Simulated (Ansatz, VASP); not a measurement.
CoO: VASP beside Ansatz

```
CELL_PARAMETERS angstrom
1.50547 0.86918 2.43993
-1.50547 0.86918 2.43993
0.00000 -1.73837 2.43993
ATOMIC_POSITIONS crystal
Co 0.99683 0.00019 0.00637
O 0.47022 0.51568 0.50987
```

Change from the starting cell: atoms moved at random, drawn with an rms of 0.05 Å.

Alike in both runs: task single point; functional PBEsol; k mesh 11 × 11 × 11; occupations fermi-dirac, width 0.05 eV; collinear spin.

```csv
,VASP,Ansatz
version,VASP 6.6.1,Ansatz 0.2.0
potentials or method,"VASP PAW PBE potentials, release 64 (Co, O), cutoff 520 eV","all-electron LAPW, scalar-relativistic"
```

```csv
,VASP,Ansatz,Ansatz less VASP
gap on the k mesh at the Fermi level (eV),none,none,-
pressure (GPa),-9.7,-8.8,+0.89
"traceless stress, the component that is largest in VASP (GPa)",-0.30,-0.32,-0.016
rms of the force components (eV/Å),0.011,0.014,+0.0028
net moment per atom (μB),1.46,1.47,+0.013
size of the moment on the site where the two differ most (μB),2.55,2.58,+0.027
```

VASP's potentials were made for PBE, not for PBEsol. Site moments also hang on the region over which each program counts them. Atom by atom the forces differ by 0.003 eV/Å (rms over components). A gap of «none» marks a metal or a gap that the smearing closes. Ansatz ran all-electron here, and VASP with PAW potentials.
